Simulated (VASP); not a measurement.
# Mo (Im-3m) in VASP: a series of runs

Runs on Mo. Level: LDA. Tasks: single point, relaxation of cell and atoms.

All numbers are computed with VASP 6.6.1; they aren't measurements. Logs are shortened: lines on timing, memory, paths and dates and some standing lists are left out, and cuts for length are marked.

## Step 1: The cell of the first run

It takes space group Im-3m (No. 229, cubic). The conventional cell has a = 3.112 Å, b = 3.112 Å, c = 3.112 Å, α = 90.00°, β = 90.00°, γ = 90.00°. Within 3.6 Å of Mo (site symmetry m-3m) lie 14 Mo at 2.69 to 3.11 Å.

## Step 2: Single point, LDA

INCAR reads:

```
PREC = Accurate ; ENCUT = 520
EDIFF = 1E-6 ; ISMEAR = 0
SIGMA = 0.3 ; LREAL = False
LASPH = True ; NELM = 80
ALGO = Normal ; ISIF = 2
LWAVE = False ; LCHARG = False
NBANDS = 13
```

KPOINTS reads:

```
regular mesh
0
Gamma
  24 24 24
```

POSCAR reads:

```
Mo
1.0
   -1.5558729969      1.5558729969      1.5558729969
    1.5558729969     -1.5558729969      1.5558729969
    1.5558729969      1.5558729969     -1.5558729969
Mo
1
Direct
    0.0000000000      0.0000000000      0.0000000000
```

Potentials or basis: VASP PAW LDA potentials, release 64 (Mo_sv).

On the command line:

```
$ cat potpaw_LDA.64/Mo_sv/POTCAR > POTCAR
$ mpirun -np 1 vasp_std > vasp.out
```

OUTCAR:

```text
PREC = Accurate
   ENCUT = 520
   EDIFF = 1E-6
   ISMEAR = 0
   LREAL = False
   LASPH = True
   NELM = 80
   ISIF = 2

 ion  position               nearest neighbor table
   1  0.000  0.000  0.000-

  LATTYP: Found a body centered cubic cell.
 ALAT       =     3.1117459938

  Lattice vectors:

 A1 = (  -1.5558729969,   1.5558729969,   1.5558729969)
 A2 = (   1.5558729969,  -1.5558729969,   1.5558729969)
 A3 = (   1.5558729969,   1.5558729969,  -1.5558729969)

Analysis of symmetry for initial positions (statically):
=====================================================================
 Subroutine PRICEL returns:
 Original cell was already a primitive cell.

 Routine SETGRP: Setting up the symmetry group for a
 body centered cubic supercell.

 Subroutine GETGRP returns: Found 48 space group operations
 (whereof 48 operations were pure point group operations)
 out of a pool of 48 trial point group operations.

The static configuration has the point symmetry O_h .

Analysis of symmetry for dynamics (positions and initial velocities):
=====================================================================
 Subroutine PRICEL returns:
 Original cell was already a primitive cell.

 Routine SETGRP: Setting up the symmetry group for a
 body centered cubic supercell.

 Subroutine GETGRP returns: Found 48 space group operations
 (whereof 48 operations were pure point group operations)
 out of a pool of 48 trial point group operations.

The dynamic configuration has the point symmetry O_h .

 Subroutine INISYM returns: Found 48 space group operations
 (whereof 48 operations are pure point group operations),
 and found     1 'primitive' translations

----------------------------------------------------------------------------------------

                                     Primitive cell

  volume of cell :      15.0655

  direct lattice vectors                    reciprocal lattice vectors
    -1.555872997  1.555872997  1.555872997     0.000000000  0.321362991  0.321362991
     1.555872997 -1.555872997  1.555872997     0.321362991  0.000000000  0.321362991
     1.555872997  1.555872997 -1.555872997     0.321362991  0.321362991  0.000000000

  length of vectors
     2.694851081  2.694851081  2.694851081     0.454475900  0.454475900  0.454475900

  position of ions in fractional coordinates (direct lattice)
     0.000000000  0.000000000  0.000000000

  ion indices of the primitive-cell ions
   primitive index   ion index
                 1           1
[... 79 lines left out ...]
   ISYM   =      2    0-nonsym 1-usesym 2-fastsym
   POTIM  = 0.5000    time-step for ionic-motion
   TEBEG  =    0.0;   TEEND  =   0.0 temperature during run
   PSTRESS=    0.0 pullay stress
   NELECT =      14.0000    total number of electrons
   NUPDOWN=      -1.0000    fix difference up-down
   EMIN   =  10.00;   EMAX   =-10.00  energy-range for DOS
   EFERMI =   0.00;   METHOD = LEGACY
   ISMEAR =     0;   SIGMA  =   0.30  broadening in eV -4-tet -1-fermi 0-gaus
   EFERMI_NEDOS =   21; number of points for ismear=-14 and -15
   IALGO  =     38    algorithm
   IMIX   =      4    mixing-type and parameters
     AMIX     =   0.40;   BMIX     =  1.00
     AMIX_MAG =   1.60;   BMIX_MAG =  1.00
  volume/ion in A,a.u.               =      15.07       101.67
  Fermi-wavevector in a.u.,A,eV,Ry     =   1.597558  3.018947 34.724685  2.552192
  Thomas-Fermi vector in A             =   2.695146
   LORBIT       =      0    0 simple, 1 ext, 2 COOP (PROOUT), +10 PAW based schemes
   GGA     = CA    functional components
   LHFCALC =     F    Hartree Fock is set to
   AEXX    =    0.0000 exact exchange contribution
   IVDW    =     0    specifies the selected vdW correction
   LEPSILON=     F    determine dielectric tensor
   LRPA    =     F    only Hartree local field effects (RPA)
 non-spin polarized calculation
 Gauss-broadening in eV      SIGMA  =   0.30
  energy-cutoff  :      520.00
  volume of cell :       15.07
 maximum number of plane-waves:       420
   NGX =  9   NGY =  9   NGZ =  9

 number of electron      13.9999996 magnetization

 Free energy of the ion-electron system (eV)
  ---------------------------------------------------
  ext. energy  EPLUGINS =         0.00000000
  ---------------------------------------------------
  free energy    TOTEN  =       -12.14449287 eV

  energy without entropy =      -12.11572702  energy(sigma->0) =      -12.13010994

 E-fermi :  13.0865     XC(G=0): -13.8104

 val. band max:       13.0834496904   @ k =  -0.1250   0.1250   0.1250
 cond. band min:      13.0887108796   @ k =  -0.1250   0.2083   0.0417
 fundamental gap:      0.0052611892
 Fermi energy:        13.0865203679

 k-point     1 :       0.0000    0.0000    0.0000
  band No.  band energies     occupation
      1     -47.8702      2.00000
      2     -21.2191      2.00000
      3     -21.2191      2.00000
      4     -21.2191      2.00000
      5       5.7290      2.00000
      6      11.6254      2.00000
      7      11.6254      2.00000
      8      11.6254      2.00000
      9      14.7672      0.00000
     10      14.7672      0.00000
     11      27.9491      0.00000
     12      27.9491      0.00000
     13      27.9491      0.00000
[... 354 lines left out ...]
  band No.  band energies     occupation
      1     -47.5553      2.00000
      2     -22.8008      2.00000
      3     -21.7303      2.00000
      4     -21.2460      2.00000
      5       7.5745      2.00000
      6       9.5061      2.00000
      7      14.4212      0.00000
      8      14.8291      0.00000
      9      15.7323      0.00000
     10      18.2223      0.00000
     11      25.1900      0.00000
     12      25.3437      0.00000
     13      30.7621      0.00000

 [... further k-points ...]

------------------------ aborting loop because EDIFF is reached ----------------------------------------

  FORCE on cell =-STRESS in cart. coord.  units (eV):
  Direction    XX          YY          ZZ          XY          YZ          ZX
  --------------------------------------------------------------------------------------
  -------------------------------------------------------------------------------------
  Total        0.1135318      0.1135318      0.1135318      0.0000000      0.0000000     -0.0000000
  in kB       12.0738491     12.0738491     12.0738491      0.0000000      0.0000000     -0.0000000
  external PRESSURE =      12.0738491 kB  Pullay stress =       0.0000000 kB

 VOLUME and BASIS-vectors are now :
 -----------------------------------------------------------------------------
  energy-cutoff  :      520.00
  volume of cell :       15.07
      direct lattice vectors                 reciprocal lattice vectors
    -1.555872997  1.555872997  1.555872997     0.000000000  0.321362991  0.321362991
     1.555872997 -1.555872997  1.555872997     0.321362991  0.000000000  0.321362991
     1.555872997  1.555872997 -1.555872997     0.321362991  0.321362991  0.000000000

 POSITION                                       TOTAL-FORCE (eV/Angst)
 -----------------------------------------------------------------------------------
      0.00000      0.00000      0.00000         0.000000      0.000000      0.000000
 -----------------------------------------------------------------------------------
    total drift:                                0.000000     -0.000000      0.000000

  FREE ENERGIE OF THE ION-ELECTRON SYSTEM (eV)
  ---------------------------------------------------
  free  energy   TOTEN  =       -12.1444928674 eV

  energy  without entropy=      -12.1157270185  energy(sigma->0) =      -12.13010994
```

OSZICAR:

```text
N       E                     dE             d eps       ncg     rms          rms(c)
DAV:   1     0.964906195063E+02    0.96491E+02   -0.78928E+03 10802   0.111E+03
DAV:   2    -0.116047496436E+02   -0.10810E+03   -0.10397E+03 11858   0.322E+02
DAV:   3    -0.128536341279E+02   -0.12489E+01   -0.12456E+01 12113   0.357E+01
DAV:   4    -0.128566833047E+02   -0.30492E-02   -0.30491E-02 11928   0.208E+00
DAV:   5    -0.128567039101E+02   -0.20605E-04   -0.20605E-04 12268   0.154E-01    0.169E+01
DAV:   6    -0.122432442224E+02    0.61346E+00   -0.70900E-01 11068   0.108E+01    0.448E+00
DAV:   7    -0.121511400505E+02    0.92104E-01   -0.13422E-01 11833   0.434E+00    0.909E-01
DAV:   8    -0.121445339673E+02    0.66061E-02   -0.47280E-03 11133   0.875E-01    0.201E-01
DAV:   9    -0.121444818532E+02    0.52114E-04   -0.14109E-04 12799   0.146E-01    0.717E-02
DAV:  10    -0.121444928274E+02   -0.10974E-04   -0.76355E-06 11183   0.319E-02    0.156E-03
DAV:  11    -0.121444928674E+02   -0.39948E-07   -0.45280E-08  6039   0.230E-03
   1 F= -.12144493E+02 E0= -.12130110E+02  d E =-.287658E-01
```

stdout:

```text
POSCAR found type information on POSCAR Mo
 POSCAR found :  1 types and       1 ions
 scaLAPACK will be used
 LDA part: xc-table for (Slater(with rela. corr.)+CA(PZ))
 , standard interpolation
 POSCAR, INCAR and KPOINTS ok, starting setup
 FFT: planning ... GRIDC
 FFT: planning ... GRID_SOFT
 FFT: planning ... GRID
 WAVECAR not read
 entering main loop
```

Wall time 81 s (1 thread of Intel Xeon 8259CL, shared host); peak memory 0.18 GiB.

What came out:

- Free energy: -12.1445 eV
- Pressure: 1.2 GPa
- Band gap on the k mesh: zero (bands 7 and 8 overlap by 5.67 eV)

Caveat: so wide a smearing shifts energies and pressures.

## Step 3: Relaxation of cell and atoms, LDA

This run uses another cell than the first one, of 15.78 Å³/atom.

INCAR reads:

```
PREC     = Accurate       # precision mode
ENCUT    = 600            # plane-wave cutoff, eV
EDIFF    = 1E-6           # SCF threshold, eV
ISMEAR   = 0              # smearing method
SIGMA    = 0.3            # smearing width, eV
LREAL    = F              # projectors in reciprocal space
LASPH    = T              # aspherical terms in the spheres
NELM     = 60             # most SCF steps
ALGO     = Normal         # electronic algorithm
ISIF     = 3              # what is computed and relaxed
LWAVE    = F              # write WAVECAR
LCHARG   = F              # write CHGCAR
GGA      = CA             # functional
IBRION   = 2              # ionic algorithm
NSW      = 80             # ionic steps
EDIFFG   = -0.005         # ionic threshold
```

KPOINTS reads:

```
Automatic mesh
0
Gamma
  24 24 24
```

POSCAR reads:

```
Mo
1.0
   -1.5800000000      1.5800000000      1.5800000000
    1.5800000000     -1.5800000000      1.5800000000
    1.5800000000      1.5800000000     -1.5800000000
Mo
1
Direct
    0.0000000000      0.0000000000      0.0000000000
```

Potentials or basis: VASP PAW LDA potentials, release 64 (Mo_sv).

On the command line:

```
$ cat potpaw_LDA.64/Mo_sv/POTCAR > POTCAR
$ mpirun -np 1 vasp_std > vasp.out
```

It took 5.1 min on 1 thread of Intel Xeon 8259CL, shared host; peak memory 0.22 GiB.

Results (log left out):

```
Free energy                           : -12.1452 eV
Relaxed volume                        : 15.13 Å³/atom
Relaxed cell                          : a = 2.699 Å, b = 2.699 Å, c = 2.699 Å, α = 109.47°, β = 109.47°, γ = 109.47°
Space group after relaxing (to 0.1 Å) : Im-3m (No. 229)
Energy gained by relaxing             : 23.6 meV/atom
Ionic steps                           : 7
Pressure after relaxing               : 0.0 GPa
Band gap on the k mesh                : zero (bands 7 and 8 overlap by 5.64 eV)
```

Step by step:
| step | energy change (eV) | largest force (eV/Å) | pressure (GPa) | volume (Å³) |
| --- | --- | --- | --- | --- |
| 1 | 0.0000 | 0.0000 | -11.23 | 15.78 |
| 2 | 0.2013 | 0.0000 | 45.88 | 13.38 |
| 3 | -0.0236 | 0.0000 | -0.62 | 15.16 |
| 4 | -0.0236 | 0.0000 | -0.10 | 15.13 |
| 5 | -0.0236 | 0.0000 | 0.15 | 15.12 |
| 6 | -0.0236 | 0.0000 | -0.36 | 15.15 |
| 7 | -0.0236 | 0.0000 | 0.00 | 15.13 |

Final structure:
```yaml
crystal:
  lattice:
    - [-1.55798, 1.55798, 1.55798]
    - [1.55798, -1.55798, 1.55798]
    - [1.55798, 1.55798, -1.55798]
  atoms:
    - { symbol: Mo, position: [0.00000, 0.00000, 0.00000] }
```

Levels at points of the mesh, in eV from the Fermi level:
```csv
k point,band 4,band 5,band 6,band 7,band 8,band 9,band 10,band 11
"(0.00, 0.00, 0.00)",-34.31,-7.34,-1.45,-1.45,-1.45,1.67,1.67,14.86
"(0.50, 0.00, 0.00)",-34.33,-5.55,-3.59,1.73,1.80,2.38,5.00,12.02
"(0.50, 0.50, 0.50)",-35.39,-5.74,-5.74,4.19,4.19,4.19,9.30,9.30
```

Caveat: so wide a smearing shifts energies and pressures.
